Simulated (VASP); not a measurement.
# Co (P6_3/mmc) in VASP: notebook

Co is run at these levels: PBE, PBEsol+D3(BJ); tasks: single point.

Everything below comes from runs of VASP 6.6.1. Logs are shortened: lines on timing, memory, paths and dates and some standing lists are left out, and cuts for length are marked.

### Step 1. The cell of the first run

It takes space group P6_3/mmc (No. 194, hexagonal). Conventional cell: a = 2.519 Å, b = 2.519 Å, c = 8.247 Å, α = 90.00°, β = 90.00°, γ = 120.00°. Co (site symmetry -6m2) has 12 Co at 2.52 Å within 3.3 Å. Co (site symmetry -3m) has 12 Co at 2.52 Å within 3.3 Å.

### Step 2. Single point, PBE, collinear spin, ferromagnetic start

File INCAR:

```
  PREC = Accurate
  ENCUT = 520
  EDIFF = 1E-7
  ISMEAR = -1
  SIGMA = 0.05
  LREAL = F
  LASPH = T
  NELM = 150
  ALGO = Fast
  ISIF = 2
  LWAVE = F
  LCHARG = T
  ISPIN = 2
  MAGMOM = 2 2 2 2
  LORBIT = 11
  LMAXMIX = 4
  GGA = PE
  LELF = T
  LVHAR = T
  NBANDS = 30
```

File KPOINTS:

```
Automatic mesh
0
Gamma
  12 12 4
```

File POSCAR:

```
Co
1.0
    2.5190164704      0.0000000000      0.0000000000
   -1.2595082352      2.1815322559      0.0000000000
    0.0000000000      0.0000000000      8.2468668932
Co
4
Direct
    0.6666666667      0.3333333333      0.7500000000
    0.0000000000      0.0000000000      0.5000000000
    0.3333333333      0.6666666667      0.2500000000
    0.0000000000      0.0000000000      0.0000000000
```

Potentials or basis: VASP PAW PBE potentials, release 64 (Co).

The run is started by

```console
$ cat potpaw_PBE.64/Co/POTCAR > POTCAR
$ mpirun -np 1 vasp_std > vasp.out
```

OUTCAR:

```text
PREC = Accurate
   ENCUT = 520
   EDIFF = 1E-7
   ISMEAR = -1
   LREAL = F
   LASPH = T
   NELM = 150
   ISIF = 2
   ISPIN = 2
   LORBIT = 11
   GGA = PE

 ion  position               nearest neighbor table
   1  0.667  0.333  0.750-   2 2.52   4 2.52   2 2.52   4 2.52   2 2.52   4 2.52
   2  0.000  0.000  0.500-   1 2.52   3 2.52   3 2.52   1 2.52   1 2.52   3 2.52
   3  0.333  0.667  0.250-   2 2.52   4 2.52   2 2.52   4 2.52   2 2.52   4 2.52
   4  0.000  0.000  0.000-   1 2.52   3 2.52   3 2.52   1 2.52   1 2.52   3 2.52

  LATTYP: Found a hexagonal cell.
 ALAT       =     2.5190164704
 C/A-ratio  =     3.2738439745

  Lattice vectors:

 A1 = (   2.5190164704,   0.0000000000,   0.0000000000)
 A2 = (  -1.2595082352,   2.1815322559,   0.0000000000)
 A3 = (   0.0000000000,   0.0000000000,   8.2468668932)

Analysis of symmetry for initial positions (statically):
=====================================================================
 Subroutine PRICEL returns:
 Original cell was already a primitive cell.

 Routine SETGRP: Setting up the symmetry group for a
 hexagonal supercell.

 Subroutine GETGRP returns: Found 24 space group operations
 (whereof 12 operations were pure point group operations)
 out of a pool of 24 trial point group operations.

The static configuration has the point symmetry D_3d.
 The point group associated with its full space group is D_6h.

Analysis of symmetry for dynamics (positions and initial velocities):
=====================================================================
 Subroutine PRICEL returns:
 Original cell was already a primitive cell.

 Routine SETGRP: Setting up the symmetry group for a
 hexagonal supercell.

 Subroutine GETGRP returns: Found 24 space group operations
 (whereof 12 operations were pure point group operations)
 out of a pool of 24 trial point group operations.

The dynamic configuration has the point symmetry D_3d.
 The point group associated with its full space group is D_6h.

Analysis of structural, dynamic, and magnetic symmetry:
=====================================================================
 Subroutine PRICEL returns:
 Original cell was already a primitive cell.

 Routine SETGRP: Setting up the symmetry group for a
 hexagonal supercell.

 Subroutine GETGRP returns: Found 24 space group operations
 (whereof 12 operations were pure point group operations)
 out of a pool of 24 trial point group operations.

The overall configuration has the point symmetry D_3d.
 The point group associated with its full space group is D_6h.

 Subroutine INISYM returns: Found 24 space group operations
 (whereof 12 operations are pure point group operations),
 and found     1 'primitive' translations

----------------------------------------------------------------------------------------

                                     Primitive cell

  volume of cell :      45.3191

  direct lattice vectors                    reciprocal lattice vectors
     2.519016470  0.000000000  0.000000000     0.396980334  0.229196703  0.000000000
    -1.259508235  2.181532256  0.000000000     0.000000000  0.458393406  0.000000000
     0.000000000  0.000000000  8.246866893     0.000000000  0.000000000  0.121258171

  length of vectors
     2.519016470  2.519016470  8.246866893     0.458393406  0.458393406  0.121258171

  position of ions in fractional coordinates (direct lattice)
     0.666666667  0.333333333  0.750000000
     0.000000000  0.000000000  0.500000000
     0.333333333  0.666666667  0.250000000
     0.000000000  0.000000000  0.000000000

  ion indices of the primitive-cell ions
   primitive index   ion index
                 1           1
                 2           2
                 3           3
                 4           4

----------------------------------------------------------------------------------------

 KPOINTS: Automatic mesh

Automatic generation of k-mesh.
 Grid dimensions read from file:
 generate k-points for:   12   12    4

 Generating k-lattice:

  Cartesian coordinates                     Fractional coordinates (reciprocal lattice)
     0.033081695  0.019099725  0.000000000     0.083333333  0.000000000  0.000000000
     0.000000000  0.038199450  0.000000000     0.000000000  0.083333333  0.000000000
     0.000000000  0.000000000  0.030314543     0.000000000  0.000000000  0.250000000

  Length of vectors
     0.038199450  0.038199450  0.030314543

  Shift w.r.t. Gamma in fractional coordinates (k-lattice)
     0.000000000  0.000000000  0.000000000

 Subroutine IBZKPT returns following result:
 ===========================================

 Found     57 irreducible k-points:

 Following reciprocal coordinates:
            Coordinates               Weight
  0.000000  0.000000  0.000000      1.000000
  0.083333 -0.000000  0.000000      6.000000
  0.166667 -0.000000  0.000000      6.000000
  0.250000  0.000000  0.000000      6.000000
  0.333333  0.000000  0.000000      6.000000
  0.416667  0.000000  0.000000      6.000000
[... 16 lines left out ...]
  0.250000  0.000000  0.250000     12.000000
  0.333333  0.000000  0.250000     12.000000
 [... further k-points ...]
   k-points           NKPTS =     57   k-points in BZ     NKDIM =     57   number of bands    NBANDS=     30
   number of dos      NEDOS =    301   number of ions     NIONS =      4
   total plane-waves  NPLWV =  25600
   dimension x,y,z NGX =    20 NGY =   20 NGZ =   64
   dimension x,y,z NGXF=    40 NGYF=   40 NGZF=  128
   ions per type =               4
   NGX,Y,Z   is equivalent  to a cutoff of  13.20, 13.20, 12.90 a.u.
   NGXF,Y,Z  is equivalent  to a cutoff of  26.40, 26.40, 25.80 a.u.
 SYSTEM =  unknown system
   PREC   = accura    normal or accurate (medium, high low for compatibility)
   ISTART =      0    job   : 0-new  1-cont  2-samecut
   ICHARG =      2    charge: 1-file 2-atom 10-const
   ISPIN  =      2    spin polarized calculation?
   LNONCOLLINEAR =      F non collinear calculations
   LSORBIT =      F    spin-orbit coupling
   LASPH  =      T    aspherical Exc in radial PAW
   ENCUT  =  520.0 eV  38.22 Ry    6.18 a.u.   4.68  4.68 15.33*2*pi/ulx,y,z
   NELM   =    150;   NELMIN=  2; NELMDL= -5     # of ELM steps
   EDIFF  = 0.1E-06   stopping-criterion for ELM
   LREAL  =      F    real-space projection
   EDIFFG = 0.1E-05   stopping-criterion for IOM
   NSW    =      0    number of steps for IOM
   IBRION =     -1    ionic relax: 0-MD 1-quasi-New 2-CG
   NFREE  =      0    steps in history (QN), initial steepest desc. (CG)
   ISIF   =      2    stress and relaxation
   ISYM   =      2    0-nonsym 1-usesym 2-fastsym
   POTIM  = 0.5000    time-step for ionic-motion
   TEBEG  =    0.0;   TEEND  =   0.0 temperature during run
   PSTRESS=    0.0 pullay stress
   NELECT =      36.0000    total number of electrons
   NUPDOWN=      -1.0000    fix difference up-down
   EMIN   =  10.00;   EMAX   =-10.00  energy-range for DOS
   EFERMI =   0.00;   METHOD = LEGACY
   ISMEAR =    -1;   SIGMA  =   0.05  broadening in eV -4-tet -1-fermi 0-gaus
   EFERMI_NEDOS =   21; number of points for ismear=-14 and -15
   IALGO  =     68    algorithm
   IMIX   =      4    mixing-type and parameters
     AMIX     =   0.40;   BMIX     =  1.00
     AMIX_MAG =   1.60;   BMIX_MAG =  1.00
  volume/ion in A,a.u.               =      11.33        76.46
  Fermi-wavevector in a.u.,A,eV,Ry     =   1.516172  2.865150 31.276765  2.298777
  Thomas-Fermi vector in A             =   2.625597
   LORBIT       =     11    0 simple, 1 ext, 2 COOP (PROOUT), +10 PAW based schemes
   GGA     = PE    functional components
   LHFCALC =     F    Hartree Fock is set to
   AEXX    =    0.0000 exact exchange contribution
   IVDW    =     0    specifies the selected vdW correction
   LEPSILON=     F    determine dielectric tensor
   LRPA    =     F    only Hartree local field effects (RPA)
 spin polarized calculation
 RMM-DIIS sequential band-by-band and
  energy-cutoff  :      520.00
  volume of cell :       45.32
 maximum number of plane-waves:      1242
 NGX is ok and might be reduce to    20
   NGX =  9   NGY =  9   NGZ = 31

 number of electron      36.0000022 magnetization       6.7581466

 Free energy of the ion-electron system (eV)
  ---------------------------------------------------
  ext. energy  EPLUGINS =         0.00000000
  ---------------------------------------------------
  free energy    TOTEN  =       -28.08238062 eV

  energy without entropy =      -28.04826833  energy(sigma->0) =      -28.06532448

 E-fermi :   9.7206     XC(G=0): -13.1524

 val. band max:        9.7193543665   @ k =   0.0833  -0.0000   0.0000
 cond. band min:       9.7252288178   @ k =   0.4167   0.0833   0.0000
 fundamental gap:      0.0058744512
 Fermi energy:         9.7205722759

 spin component 1

 k-point     1 :       0.0000    0.0000    0.0000
  band No.  band energies     occupation
      1       0.9904      1.00000
      2       3.1218      1.00000
      3       3.1507      1.00000
      4       4.7043      1.00000
      5       6.7509      1.00000
      6       6.7808      1.00000
[... 781 lines left out ...]
     29      23.8475      0.00000
     30      24.6786      0.00000

 [... further k-points ...]

 spin component 2

 k-point     1 :       0.0000    0.0000    0.0000
  band No.  band energies     occupation
      1       0.9993      1.00000
      2       3.2122      1.00000
      3       3.2168      1.00000
      4       5.6598      1.00000
      5       8.1371      1.00000
      6       8.2018      1.00000
[... 781 lines left out ...]
     29      24.2203      0.00000
     30      25.0803      0.00000

 [... further k-points ...]
[... 5 lines left out ...]
  --------------------------------------------------------------------------------------
  -------------------------------------------------------------------------------------
  Total       -1.8761098     -1.8761098     -2.7416189      0.0000000      0.0000000     -0.0000000
  in kB      -66.3265189    -66.3265189    -96.9250496      0.0000000      0.0000000     -0.0000000
  external PRESSURE =     -76.5260291 kB  Pullay stress =       0.0000000 kB

 VOLUME and BASIS-vectors are now :
 -----------------------------------------------------------------------------
  energy-cutoff  :      520.00
  volume of cell :       45.32
      direct lattice vectors                 reciprocal lattice vectors
     2.519016470  0.000000000  0.000000000     0.396980334  0.229196703  0.000000000
    -1.259508235  2.181532256  0.000000000     0.000000000  0.458393406  0.000000000
     0.000000000  0.000000000  8.246866893     0.000000000  0.000000000  0.121258171

 POSITION                                       TOTAL-FORCE (eV/Angst)
 -----------------------------------------------------------------------------------
      1.25951      0.72718      6.18515         0.000000     -0.000000      0.000000
      0.00000      0.00000      4.12343         0.000000      0.000000     -0.000000
     -0.00000      1.45435      2.06172        -0.000000      0.000000      0.000000
      0.00000      0.00000      0.00000         0.000000      0.000000     -0.000000
 -----------------------------------------------------------------------------------
    total drift:                                0.000000     -0.000000      0.000000

  FREE ENERGIE OF THE ION-ELECTRON SYSTEM (eV)
  ---------------------------------------------------
  free  energy   TOTEN  =       -28.0823806213 eV

  energy  without entropy=      -28.0482683296  energy(sigma->0) =      -28.06532448

 total charge

# of ion       s       p       d       tot
------------------------------------------
    1        0.473   0.489   7.225   8.188
    2        0.474   0.486   7.233   8.193
    3        0.473   0.489   7.225   8.188
    4        0.474   0.486   7.233   8.193
--------------------------------------------------
tot          1.894   1.950  28.917  32.761

 magnetization (x)

# of ion       s       p       d       tot
------------------------------------------
    1       -0.012  -0.050   1.784   1.723
    2       -0.012  -0.047   1.766   1.707
    3       -0.012  -0.050   1.784   1.723
    4       -0.012  -0.047   1.766   1.707
--------------------------------------------------
tot         -0.047  -0.194   7.100   6.860
```

Wall time 3 min (1 thread of Intel Xeon 6975P-C, shared host); peak memory 0.25 GiB.

What came out:

| Quantity | Value |
| --- | --- |
| Free energy | -28.0824 eV |
| Pressure | -7.7 GPa |
| Net moment | 6.76 μB per cell |
| Site moments | Co +1.72, +1.71 μB |
| Valence electrons inside the program's atomic spheres | Co 8.19 |

### Step 3. Single point, PBEsol+D3(BJ), collinear spin, ferromagnetic start

This run uses another cell than the first one, of 10.14 Å³/atom, 0.895 times its volume.

File INCAR:

```
SYSTEM = Co
PREC = Accurate ; ENCUT = 520
EDIFF = 1E-6 ; ISMEAR = -1
SIGMA = 0.05 ; LREAL = .False.
LASPH = .True. ; NELM = 150
ALGO = Normal ; ISIF = 2
LWAVE = .False. ; LCHARG = .False.
ISPIN = 2 ; MAGMOM = 2 2 2 2
LORBIT = 11 ; LMAXMIX = 4
GGA = PS ; IVDW = 12
NBANDS = 30
```

File KPOINTS:

```
Automatic mesh
0
Gamma
  12 12 4
  0 0 0
```

File POSCAR:

```
Co
1.0
    2.4370358377      0.0000000000      0.0000000000
   -1.2185179189      2.1105349453      0.0000000000
    0.0000000000      0.0000000000      7.8883269316
Co
4
Direct
    0.6666666667      0.3333333333      0.7500000000
    0.0000000000      0.0000000000      0.5000000000
    0.3333333333      0.6666666667      0.2500000000
    0.0000000000      0.0000000000      0.0000000000
```

Potentials or basis: VASP PAW PBE potentials, release 64 (Co).

The run is started by

```console
$ cat potpaw_PBE.64/Co/POTCAR > POTCAR
$ mpirun -np 1 vasp_std > vasp.out
```

Run time: 4.4 min. Hardware: 1 thread of Intel Xeon 8259CL, shared host; peak memory 0.24 GiB.

It converged, with:

| Quantity | Value |
| --- | --- |
| Free energy | -32.5330 eV |
| Pressure | -1.2 GPa |
| Net moment | 6.28 μB per cell |
| Site moments | Co +1.58, +1.56 μB |
| Valence electrons inside the program's atomic spheres | Co 8.41 |
| Dispersion energy per atom | -0.407 eV |

Levels at points of the mesh, in eV from the Fermi level:
Spin up:
| k point | band 18 | band 19 | band 20 | band 21 | band 22 | band 23 | band 24 | band 25 |
| --- | --- | --- | --- | --- | --- | --- | --- | --- |
| (0.00, 0.00, 0.00) | -1.44 | -1.44 | -1.08 | -1.08 | -0.64 | -0.64 | -0.25 | 6.90 |
| (0.50, 0.00, 0.00) | -0.42 | -0.39 | -0.37 | 0.22 | 1.38 | 2.68 | 3.32 | 7.49 |
| (0.00, 0.00, 0.50) | -1.60 | -1.60 | -1.60 | -0.84 | -0.84 | -0.84 | -0.84 | 9.97 |
| (0.50, 0.00, 0.50) | -0.57 | -0.43 | -0.43 | 1.36 | 1.36 | 2.98 | 2.98 | 7.83 |
Spin down:
```csv
k point,band 12,band 13,band 14,band 15,band 16,band 17
"(0.00, 0.00, 0.00)",-0.95,-0.95,-0.90,-0.90,-0.20,-0.02
"(0.50, 0.00, 0.00)",-0.17,-0.14,0.53,1.23,1.26,1.30
"(0.00, 0.00, 0.50)",-1.19,-1.07,-1.07,-1.07,-1.07,0.19
"(0.50, 0.00, 0.50)",-0.93,-0.25,-0.25,0.85,0.85,1.25
```

Caveat: the PAW data sets were made with another functional, which shifts forces and pressure a little; pairwise dispersion overbinds metals, which lowers pressure and volume.
